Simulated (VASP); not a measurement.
# Te2Mo in VASP: further runs

Te2Mo is run at these levels: PBE+D3(BJ); tasks: single point, relaxation of the atoms.

Program: VASP 6.6.1. These are calculated values, not measurements. Logs are shortened: lines on timing, memory, paths and dates and some standing lists are left out, and cuts for length are marked.

### 1 The cell of the first run

The cell holds a slab with vacuum, 3 atoms: a = 3.504 Å, b = 3.504 Å, c = 21.634 Å, α = 90.00°, β = 90.00°, γ = 120.00°.

### 2 Single point, PBE+D3(BJ)

INCAR reads:

```
SYSTEM = Te2Mo
  ALGO = Normal
  DIPOL = 0.5 0.5 0.500
  EDIFF = 1E-6
  ENCUT = 520
  GGA = PE
  IDIPOL = 3
  ISIF = 2
  ISMEAR = 0
  IVDW = 12
  LASPH = .TRUE.
  LCHARG = .FALSE.
  LDIPOL = .TRUE.
  LREAL = .FALSE.
  LWAVE = .FALSE.
  NBANDS = 20
  NELM = 100
  PREC = Accurate
  SIGMA = 0.05
```

KPOINTS reads:

```
k-points
0
G
  9 9 1
  0 0 0
```

POSCAR reads:

```
Te2Mo
1.0
    3.5040030921      0.0000000000      0.0000000000
   -1.7520015461      3.0345556927      0.0000000000
    0.0000000000      0.0000000000     21.6338122454
Te Mo
2 1
Direct
    0.6666666667      0.3333333333      0.4160154437
    0.6666666667      0.3333333333      0.5839845563
    0.3333333333      0.6666666667      0.4999998305
```

Potentials or basis: VASP PAW PBE potentials, release 64 (Te, Mo_sv).

The run is started by

```
$ cat potpaw_PBE.64/Te/POTCAR potpaw_PBE.64/Mo_sv/POTCAR > POTCAR
$ mpirun -np 1 vasp_std > vasp.out
```

OUTCAR:

```text
SYSTEM = Te2Mo
   EDIFF = 1E-6
   ENCUT = 520
   GGA = PE
   ISIF = 2
   ISMEAR = 0
   IVDW = 12
   LASPH = .TRUE.
   LREAL = .FALSE.
   NELM = 100
   PREC = Accurate
 IVDW          = 12

 ion  position               nearest neighbor table
   1  0.667  0.333  0.416-   3 2.72   3 2.72   3 2.72   2 3.63
   2  0.667  0.333  0.584-   3 2.72   3 2.72   3 2.72   1 3.63
   3  0.333  0.667  0.500-   1 2.72   1 2.72   1 2.72   2 2.72   2 2.72   2 2.72

  LATTYP: Found a hexagonal cell.
 ALAT       =     3.5040030921
 C/A-ratio  =     6.1740277268

  Lattice vectors:

 A1 = (   3.5040030921,   0.0000000000,   0.0000000000)
 A2 = (  -1.7520015461,   3.0345556927,   0.0000000000)
 A3 = (   0.0000000000,   0.0000000000,  21.6338122454)

Analysis of symmetry for initial positions (statically):
=====================================================================
 Subroutine PRICEL returns:
 Original cell was already a primitive cell.

 Routine SETGRP: Setting up the symmetry group for a
 hexagonal supercell.

 Subroutine GETGRP returns: Found 12 space group operations
 (whereof 12 operations were pure point group operations)
 out of a pool of 24 trial point group operations.

The static configuration has the point symmetry D_3h.

Analysis of symmetry for dynamics (positions and initial velocities):
=====================================================================
 Subroutine PRICEL returns:
 Original cell was already a primitive cell.

 Routine SETGRP: Setting up the symmetry group for a
 hexagonal supercell.

 Subroutine GETGRP returns: Found 12 space group operations
 (whereof 12 operations were pure point group operations)
 out of a pool of 24 trial point group operations.

The dynamic configuration has the point symmetry D_3h.

 Subroutine INISYM returns: Found 12 space group operations
 (whereof 12 operations are pure point group operations),
 and found     1 'primitive' translations

----------------------------------------------------------------------------------------

                                     Primitive cell

  volume of cell :     230.0343

  direct lattice vectors                    reciprocal lattice vectors
     3.504003092  0.000000000  0.000000000     0.285387876  0.164768767  0.000000000
    -1.752001546  3.034555693  0.000000000     0.000000000  0.329537534  0.000000000
     0.000000000  0.000000000 21.633812245     0.000000000  0.000000000  0.046223938

  length of vectors
     3.504003092  3.504003092 21.633812245     0.329537534  0.329537534  0.046223938

  position of ions in fractional coordinates (direct lattice)
     0.666666667  0.333333333  0.416015444
     0.666666667  0.333333333  0.583984556
     0.333333333  0.666666667  0.499999831

  ion indices of the primitive-cell ions
   primitive index   ion index
                 1           1
                 2           2
                 3           3

----------------------------------------------------------------------------------------

 KPOINTS: k-points

Automatic generation of k-mesh.
 Grid dimensions read from file:
 generate k-points for:    9    9    1

 Generating k-lattice:

  Cartesian coordinates                     Fractional coordinates (reciprocal lattice)
     0.031709764  0.018307641  0.000000000     0.111111111  0.000000000  0.000000000
     0.000000000  0.036615282  0.000000000     0.000000000  0.111111111  0.000000000
     0.000000000  0.000000000  0.046223938     0.000000000  0.000000000  1.000000000

  Length of vectors
     0.036615282  0.036615282  0.046223938

  Shift w.r.t. Gamma in fractional coordinates (k-lattice)
     0.000000000  0.000000000  0.000000000

 Subroutine IBZKPT returns following result:
 ===========================================

 Found     12 irreducible k-points:

 Following reciprocal coordinates:
            Coordinates               Weight
  0.000000  0.000000  0.000000      1.000000
  0.111111  0.000000  0.000000      6.000000
  0.222222  0.000000  0.000000      6.000000
  0.333333  0.000000  0.000000      6.000000
  0.444444  0.000000  0.000000      6.000000
  0.111111  0.111111  0.000000      6.000000
  0.222222  0.111111  0.000000     12.000000
  0.333333  0.111111  0.000000     12.000000
  0.444444  0.111111  0.000000      6.000000
  0.222222  0.222222  0.000000      6.000000
  0.333333  0.222222  0.000000     12.000000
  0.333333  0.333333  0.000000      2.000000
   k-points           NKPTS =     12   k-points in BZ     NKDIM =     12   number of bands    NBANDS=     20
   number of dos      NEDOS =    301   number of ions     NIONS =      3
   total plane-waves  NPLWV = 127008
   dimension x,y,z NGX =    28 NGY =   28 NGZ =  162
   dimension x,y,z NGXF=    56 NGYF=   56 NGZF=  324
   ions per type =               2   1
   NGX,Y,Z   is equivalent  to a cutoff of  13.28, 13.28, 12.45 a.u.
   NGXF,Y,Z  is equivalent  to a cutoff of  26.57, 26.57, 24.90 a.u.
 SYSTEM =  Te2Mo
   PREC   = accura    normal or accurate (medium, high low for compatibility)
   ISTART =      0    job   : 0-new  1-cont  2-samecut
   ICHARG =      2    charge: 1-file 2-atom 10-const
   ISPIN  =      1    spin polarized calculation?
   LNONCOLLINEAR =      F non collinear calculations
   LSORBIT =      F    spin-orbit coupling
   LASPH  =      T    aspherical Exc in radial PAW
   ENCUT  =  520.0 eV  38.22 Ry    6.18 a.u.   6.52  6.52 40.22*2*pi/ulx,y,z
   NELM   =    100;   NELMIN=  2; NELMDL= -5     # of ELM steps
   EDIFF  = 0.1E-05   stopping-criterion for ELM
   LREAL  =      F    real-space projection
[... 7 lines left out ...]
   TEBEG  =    0.0;   TEEND  =   0.0 temperature during run
   PSTRESS=    0.0 pullay stress
   NELECT =      26.0000    total number of electrons
   NUPDOWN=      -1.0000    fix difference up-down
   EMIN   =  10.00;   EMAX   =-10.00  energy-range for DOS
   EFERMI =   0.00;   METHOD = LEGACY
   ISMEAR =     0;   SIGMA  =   0.05  broadening in eV -4-tet -1-fermi 0-gaus
   EFERMI_NEDOS =   21; number of points for ismear=-14 and -15
   IALGO  =     38    algorithm
   IMIX   =      4    mixing-type and parameters
     AMIX     =   0.40;   BMIX     =  1.00
     AMIX_MAG =   1.60;   BMIX_MAG =  1.00
  volume/ion in A,a.u.               =      76.68       517.45
  Fermi-wavevector in a.u.,A,eV,Ry     =   0.791532  1.495778  8.524359  0.626523
  Thomas-Fermi vector in A             =   1.897091
   LORBIT       =      0    0 simple, 1 ext, 2 COOP (PROOUT), +10 PAW based schemes
   GGA     = PE    functional components
   LHFCALC =     F    Hartree Fock is set to
   AEXX    =    0.0000 exact exchange contribution
   IVDW    =    12    specifies the selected vdW correction
   LEPSILON=     F    determine dielectric tensor
   LRPA    =     F    only Hartree local field effects (RPA)
 non-spin polarized calculation
 Gauss-broadening in eV      SIGMA  =   0.05
  energy-cutoff  :      520.00
  volume of cell :      230.03
 maximum number of plane-waves:      6249
 NGX is ok and might be reduce to    28
   NGX = 13   NGY = 13   NGZ = 81

 number of electron      26.0000002 magnetization

 dipolmoment           0.000000      0.000000      0.000042 electrons x Angstroem

 Free energy of the ion-electron system (eV)
  ---------------------------------------------------
  ext. energy  EPLUGINS =         0.00000000
  ---------------------------------------------------
  free energy    TOTEN  =       -18.00869980 eV

  energy without entropy =      -18.00869980  energy(sigma->0) =      -18.00869980

 E-fermi :  -0.3643     XC(G=0):  -3.9269

 val. band max:       -0.6547633738   @ k =   0.3333   0.3333   0.0000
 cond. band min:       0.5336801912   @ k =   0.3333   0.3333   0.0000
 fundamental gap:      1.1884435650
 Fermi energy:        -0.3642730268

 k-point     1 :       0.0000    0.0000    0.0000
  band No.  band energies     occupation
      1     -61.3089      2.00000
      2     -35.4852      2.00000
      3     -35.3417      2.00000
      4     -35.3417      2.00000
      5     -13.3578      2.00000
      6     -12.4278      2.00000
[... 12 lines left out ...]
     19       3.7857      0.00000
     20       4.4512      0.00000

 k-point     2 :       0.1111    0.0000    0.0000
  band No.  band energies     occupation
      1     -61.3077      2.00000
      2     -35.4817      2.00000
      3     -35.3577      2.00000
      4     -35.3455      2.00000
      5     -13.1825      2.00000
      6     -12.3044      2.00000
[... 12 lines left out ...]
     19       3.9976      0.00000
     20       4.6714      0.00000

 k-point     3 :       0.2222    0.0000    0.0000
  band No.  band energies     occupation
      1     -61.3047      2.00000
      2     -35.4729      2.00000
      3     -35.3977      2.00000
      4     -35.3548      2.00000
      5     -12.6862      2.00000
      6     -11.9568      2.00000
[... 12 lines left out ...]
     19       4.5955      0.00000
     20       5.2315      0.00000

 k-point     4 :       0.3333    0.0000    0.0000
  band No.  band energies     occupation
      1     -61.3012      2.00000
      2     -35.4628      2.00000
      3     -35.4429      2.00000
      4     -35.3654      2.00000
      5     -11.9821      2.00000
      6     -11.4738      2.00000
[... 153 lines left out ...]
 k-point    11 :       0.3333    0.2222    0.0000
  band No.  band energies     occupation
      1     -61.2979      2.00000
      2     -35.4564      2.00000
      3     -35.4534      2.00000
      4     -35.4045      2.00000
      5     -11.1262      2.00000
      6     -10.8920      2.00000
[... 12 lines left out ...]
     19       5.6907      0.00000
     20       6.3272      0.00000

 k-point    12 :       0.3333    0.3333    0.0000
  band No.  band energies     occupation
      1     -61.2973      2.00000
      2     -35.4517      2.00000
      3     -35.4437      2.00000
      4     -35.4269      2.00000
      5     -10.9467      2.00000
      6     -10.7659      2.00000
[... 12 lines left out ...]
     19       4.4811      0.00000
     20       6.6401      0.00000

------------------------ aborting loop because EDIFF is reached ----------------------------------------

 vacuum level on the upper side and lower side of the slab       (xc-potential included)        -0.074        -0.074

 Edisp (eV)   -1.20320

 E8    (eV) :    -0.5851

  FORCE on cell =-STRESS in cart. coord.  units (eV):
  Direction    XX          YY          ZZ          XY          YZ          ZX
  --------------------------------------------------------------------------------------
  -------------------------------------------------------------------------------------
  Total      -0.00610    -0.00610     0.03035     0.00000     0.00000     0.00000
  in kB      -0.04251    -0.04251     0.21140     0.00000     0.00000     0.00000
  external pressure =        0.04 kB  Pullay stress =        0.00 kB

 VOLUME and BASIS-vectors are now :
 -----------------------------------------------------------------------------
  energy-cutoff  :      520.00
  volume of cell :      230.03
      direct lattice vectors                 reciprocal lattice vectors
     3.504003092  0.000000000  0.000000000     0.285387876  0.164768767  0.000000000
    -1.752001546  3.034555693  0.000000000     0.000000000  0.329537534  0.000000000
     0.000000000  0.000000000 21.633812245     0.000000000  0.000000000  0.046223938

 POSITION                                       TOTAL-FORCE (eV/Angst)
 -----------------------------------------------------------------------------------
      1.75200      1.01152      9.00000         0.000000      0.000000     -0.013217
      1.75200      1.01152     12.63381         0.000000      0.000000      0.013217
     -0.00000      2.02304     10.81690        -0.000000      0.000000      0.000000
 -----------------------------------------------------------------------------------
    total drift:                                0.000000     -0.000000      0.011196

  FREE ENERGIE OF THE ION-ELECTRON SYSTEM (eV)
  ---------------------------------------------------
  free  energy   TOTEN  =       -19.2119042694 eV

  energy  without entropy=      -19.2119042694  energy(sigma->0) =      -19.21190427

 vacuum level on the upper side and lower side of the slab         4.081         4.081
```

It took 3.5 min on 1 thread of AMD EPYC 7R13, shared host; peak memory 0.34 GiB.

What came out:

```
Free energy                : -19.2119 eV
Largest force              : 0.013 eV/Å
Band gap on the k mesh     : 1.19 eV, direct
Dispersion energy per atom : -0.401 eV
```

Forces in eV/Å, atoms in the order of the input:
```
Te   0.000  0.000 -0.013
Te   0.000  0.000  0.013
Mo   0.000  0.000  0.000
```

Levels at points of the mesh, in eV from the valence-band top:
```
           k point  band 10  band 11  band 12  band 13  band 14  band 15  band 16  band 17
(0.00, 0.00, 0.00)    -1.60    -0.82    -0.82    -0.58     3.21     3.21     3.48     3.48
```

Caveat: spin-orbit coupling is left out, which moves the levels of the heavy elements.

### 3 Single point, PBE+D3(BJ)

INCAR reads:

```
SYSTEM = Te2Mo
PREC = Accurate ; ENCUT = 520
EDIFF = 1E-7 ; ISMEAR = 0
SIGMA = 0.05 ; LREAL = .FALSE.
LASPH = .TRUE. ; NELM = 60
ALGO = Normal ; ISIF = 2
LWAVE = .FALSE. ; LCHARG = .FALSE.
LDIPOL = .TRUE. ; IDIPOL = 3
DIPOL = 0.5 0.5 0.500 ; GGA = PE
IVDW = 12 ; NBANDS = 20
```

KPOINTS reads:

```
Automatic mesh
0
G
  27 27 1
  0 0 0
```

POSCAR is that of step 2.

Potentials or basis: VASP PAW PBE potentials, release 64 (Te, Mo_sv).

The run is started by

```
$ cat potpaw_PBE.64/Te/POTCAR potpaw_PBE.64/Mo_sv/POTCAR > POTCAR
$ mpirun -np 1 vasp_std > vasp.out
```

It took 19 min on 1 thread of AMD EPYC 7R13, shared host; peak memory 0.55 GiB.

The run converged. Its results:

```yaml
Free_energy: -19.2118 eV
Largest_force: 0.013 eV/Å
Band_gap_on_the_k_mesh: 1.19 eV, direct
Dispersion_energy_per_atom: -0.401 eV
```

Forces in eV/Å, atoms in the order of the input:
```
Te   0.000  0.000 -0.013
Te   0.000  0.000  0.013
Mo   0.000  0.000  0.000
```

Levels at points of the mesh, in eV from the valence-band top:
```
           k point  band 10  band 11  band 12  band 13  band 14  band 15  band 16  band 17
(0.00, 0.00, 0.00)    -1.60    -0.82    -0.82    -0.58     3.21     3.21     3.48     3.48
```

Caveat: spin-orbit coupling is left out, which moves the levels of the heavy elements.

### 4 Relaxation of the atoms, PBE+D3(BJ)

INCAR reads:

```
SYSTEM = Te2Mo
ALGO     = Normal         ! electronic algorithm
DIPOL    = 0.5 0.5 0.500
EDIFF    = 1E-7           ! SCF threshold, eV
EDIFFG   = -0.04          ! ionic threshold
ENCUT    = 520            ! plane-wave cutoff, eV
GGA      = PE             ! functional
IBRION   = 2              ! ionic algorithm
IDIPOL   = 3            
ISIF     = 2              ! what is computed and relaxed
ISMEAR   = 0              ! smearing method
IVDW     = 12             ! dispersion correction
LASPH    = .True.         ! aspherical terms in the spheres
LCHARG   = .False.        ! write CHGCAR
LDIPOL   = .True.       
LREAL    = .False.        ! projectors in reciprocal space
LWAVE    = .False.        ! write WAVECAR
NELM     = 80             ! most SCF steps
NSW      = 60             ! ionic steps
PREC     = Accurate       ! precision mode
SIGMA    = 0.05           ! smearing width, eV
```

KPOINTS reads:

```
k-points
0
Gamma
  9 9 1
  0 0 0
```

POSCAR is that of step 3.

The run is started by

```
$ cat potpaw_PBE.64/Te/POTCAR potpaw_PBE.64/Mo_sv/POTCAR > POTCAR
$ mpirun -np 1 vasp_std > vasp.out
```

It took 3.3 min on 1 thread of AMD EPYC 7R13, shared host; peak memory 0.34 GiB.

Results (log left out):

| Item | Value |
| --- | --- |
| Free energy | -19.2119 eV |
| Largest force after relaxing | 0.013 eV/Å |
| Band gap on the k mesh | 1.19 eV, direct |
| Dispersion energy per atom | -0.401 eV |

Forces in eV/Å, atoms in the order of the input:
```
Te   0.000  0.000 -0.013
Te   0.000  0.000  0.013
Mo   0.000  0.000  0.000
```

Final structure:
```
Te Mo
1.0
     3.50400    0.00000    0.00000
    -1.75200    3.03456    0.00000
     0.00000    0.00000   21.63381
Te Mo
2 1
Direct
  0.66667 0.33333 0.41602
  0.66667 0.33333 0.58398
  0.33333 0.66667 0.50000
```

Levels at points of the mesh, in eV from the valence-band top:
| k point | band 11 | band 12 | band 13 | band 14 | band 15 | band 16 |
| --- | --- | --- | --- | --- | --- | --- |
| (0.00, 0.00, 0.00) | -0.82 | -0.82 | -0.58 | 3.20 | 3.20 | 3.48 |

Caveat: the relaxation stopped at its first step, so nothing moved; spin-orbit coupling is left out, which moves the levels of the heavy elements.

### 5 Overview

| task | cell | k mesh | gap on the mesh (eV) | largest force (eV/Å) |
| --- | --- | --- | --- | --- |
| single point | as given | 9 × 9 × 1 | 1.19 | 0.01 |
| single point | as given | 27 × 27 × 1 | 1.19 | 0.01 |
| relaxation of the atoms | atoms relaxed | 9 × 9 × 1 | 1.19 | 0.01 |

Alike in all rows: level PBE+D3(BJ); potentials or basis VASP PAW PBE potentials, release 64 (Te, Mo_sv); no spin polarisation; cutoff (eV) 520; smearing gaussian 0.05 eV.

Caveats: spin-orbit coupling is left out, which moves the levels of the heavy elements; the relaxation stopped at its first step, so nothing moved (some runs).

Absolute energies hang on the potentials; compare differences alone.
